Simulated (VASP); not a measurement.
A run of VASP 6.6.1 is set up as follows.

The input INCAR:

```
PREC = Accurate
ENCUT = 520
EDIFF = 1E-7
ISMEAR = 0
SIGMA = 0.1
LREAL = F
LASPH = T
NELM = 60
ALGO = Fast
ISIF = 2
LWAVE = F
LCHARG = F
GGA = PE
NBANDS = 21
```

KPOINTS

```
Automatic mesh
0
Gamma
  15 15 8
```

Contents of POSCAR:

```
Sn
1.0
    3.3635991190      0.0000000000      0.0000000000
   -1.6817995595      2.9129622852      0.0000000000
    0.0000000000      0.0000000000      5.6659027599
Sn
2
Direct
    0.3333333333      0.6666666667      0.2500000000
    0.6666666667      0.3333333333      0.7500000000
```

Potentials or basis: VASP PAW PBE potentials, release 64 (Sn_d).

Launch:

```bash
$ cat potpaw_PBE.64/Sn_d/POTCAR > POTCAR
$ mpirun -np 1 vasp_std > vasp.out
```

Question: Predict the band gap on the k mesh.

Answer: Zero (band 14 reaches 13.91 eV, above the bottom of band 15 at 5.49 eV).

Question: Predict the pressure.

Answer: -0.1 GPa.

Caveat: spin-orbit coupling is left out, which moves the levels of the heavy elements.
